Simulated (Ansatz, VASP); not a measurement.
SiC5 in VASP and in Ansatz

```xyz
6
Lattice="4.6501 0.0000 0.0000 -2.3250 4.0271 0.0000 0.0000 0.0000 4.5635" Properties=species:S:1:pos:R:3 pbc="T T T"
Si    0.0000    0.0000    0.0000
C    -1.4419    2.4975    0.0000
C     2.8839    0.0000    0.0000
C     0.8831    1.5296    0.0000
C     0.0000    2.6847    0.0000
C     2.3250    1.3424    0.0000
```

Alike in both runs: functional PBE; k mesh 12 × 12 × 8; occupations gaussian, width 0.1 eV; no spin polarisation.

Ansatz relaxed the structure, and its values are those at the end. VASP's run is a single point on that final structure, the one shown.

|  | VASP | Ansatz |
| --- | --- | --- |
| version | VASP 6.6.1 | Ansatz 0.2.0 |
| potentials or method | VASP PAW PBE potentials, release 64 (Si, C), cutoff 520 eV | scalar-relativistic, plane waves, PAW |
| valence electrons in the cell | 24 | 24 |

Ansatz gave:

```
gap on the k mesh at the Fermi level (eV) : none
pressure (GPa)                            : 0.0
rms of the force components (eV/Å)        : 0.000
```

Task: What did VASP give for the same quantities?

Result: gap on the k mesh at the Fermi level (eV): none; pressure (GPa): 0.1; rms of the force components (eV/Å): 0.012.

A gap of «none» marks a metal or a gap that the smearing closes.
